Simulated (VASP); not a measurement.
A run of VASP 6.6.1 is set up as follows.

File INCAR:

```
SYSTEM = Na3H
ALGO = Normal
EDIFF = 1E-7
EDIFFG = -0.04
ENCUT = 600
GGA = PE
IBRION = 2
ISIF = 3
ISMEAR = 0
LASPH = .TRUE.
LCHARG = .FALSE.
LREAL = .FALSE.
LWAVE = .FALSE.
NELM = 100
NSW = 90
PREC = Accurate
SIGMA = 0.1
```

Contents of KPOINTS:

```
k-points
0
G
  3 3 6
  0 0 0
```

File POSCAR:

```
Na3H
1.0
    6.1913527728      0.0000000000      0.0000000000
   -3.0956763864      5.3618687850      0.0000000000
    0.0000000000      0.0000000000      3.4531314714
Na H
3 1
Direct
    0.5000000000      0.0000000000      0.0000000000
    0.0000000000      0.5000000000      0.0000000000
    0.5000000000      0.5000000000      0.0000000000
    0.0000000000      0.0000000000      0.0000000000
```

Potentials or basis: VASP PAW PBE potentials, release 64 (Na_pv, H).

Launch:

```console
$ cat potpaw_PBE.64/Na_pv/POTCAR potpaw_PBE.64/H/POTCAR > POTCAR
$ mpirun -np 1 vasp_std > vasp.out
```

(1) Predict the relaxed volume.

(2) Predict the band gap on the k mesh.

(3) Predict the relaxed cell.

## Answers

(1) 29.50 Å³/atom.

(2) zero (band 11 reaches 1.18 eV, above the bottom of band 12 at -1.58 eV).

(3) a = 6.151 Å, b = 6.151 Å, c = 3.602 Å, α = 90.00°, β = 90.00°, γ = 120.00°.

Caveat: the k points lie up to 0.39 Å⁻¹ apart in the final cell.
